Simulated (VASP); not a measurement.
BN: single point with PBE+D3(BJ)

The system is BN, a slab with vacuum.

```
B N
1.0
     2.50171    0.00000    0.00000
     1.24929    2.16744    0.00000
     0.00000    0.00000   23.49532
B N
2 2
Direct
  0.49995 0.49995 0.42562
  0.99995 0.99995 0.57438
  0.83335 0.83335 0.42562
  0.33335 0.33335 0.57438
```

```json
{
 "Program": "VASP 6.6.1",
 "Task": "single point",
 "Functional": "PBE",
 "Dispersion": "D3(BJ)",
 "Potentials or basis": "VASP PAW PBE potentials, release 64 (B, N)",
 "Cutoff": "520 eV",
 "k mesh": "12 × 12 × 1",
 "Occupations": "gaussian, width 0.05 eV",
 "Spin": "no spin polarisation"
}
```

* Largest force: 0.025 eV/Å
* Band gap on the k mesh: 4.29 eV (least direct gap 4.49 eV)
* Dispersion energy per atom: -0.103 eV

Forces on the atoms (eV/Å):
```
B   -0.004 -0.002  0.025
B   -0.004 -0.002 -0.025
N    0.004  0.002 -0.001
N    0.004  0.002  0.001
```

Levels at points of the mesh, in eV from the valence-band top:
```tsv
k point	band 4	band 5	band 6	band 7	band 8	band 9	band 10	band 11	band 12	band 13
(0.00, 0.00, 0.00)	-4.90	-1.40	-1.39	-1.38	-1.38	4.70	5.20	5.89	6.62	6.77
(0.50, 0.00, 0.00)	-8.95	-4.18	-4.18	-0.98	-0.98	4.76	4.76	9.75	9.75	12.66
(0.50, 0.50, 0.00)	-8.90	-4.21	-4.19	-1.19	-0.73	4.29	5.23	9.61	9.86	12.40
```

It took 2.5 min on 1 thread of AMD EPYC 7R43 64-Core Processor (Zen 3) (shared host), peak memory 0.24 GiB.
